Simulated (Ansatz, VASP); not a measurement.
# Two plane-wave programs on AlNi

```
Al Ni
1.0
     2.89272    0.00000    0.00000
     0.00000    2.89272    0.00000
     0.00000    0.00000    2.89272
Al Ni
1 1
Direct
  0.97926 0.99309 0.00000
  0.50954 0.50318 0.50000
```

Change from the starting cell: mode 4 frozen in at -0.060 Å and mode 5 at -0.020 Å (largest displacements).

Alike in both runs: task single point; functional PBE; k mesh 16 × 16 × 16; occupations gaussian, width 0.15 eV; no spin polarisation.

```csv
,VASP,Ansatz
version,VASP 6.6.1,Ansatz 0.2.0
potentials or method,"VASP PAW PBE potentials, release 64 (Al, Ni), cutoff 520 eV","scalar-relativistic, plane waves, PAW"
valence electrons in the cell,13,21
```

Ansatz gave:

* gap on the k mesh at the Fermi level (eV): none
* pressure (GPa): 0.5
* traceless stress, the component that is largest in VASP (GPa): 0.35
* rms of the force components (eV/Å): 0.303

Estimate VASP's values.

gap on the k mesh at the Fermi level (eV): none; pressure (GPa): 0.5; traceless stress, the component that is largest in VASP (GPa): 0.36; rms of the force components (eV/Å): 0.305.

Atom by atom the forces differ by 0.002 eV/Å (rms over components). A gap of «none» marks a metal or a gap that the smearing closes. VASP's potentials hold 13 valence electrons a cell and Ansatz's 21, so a difference there can come from the potentials and not from the codes.
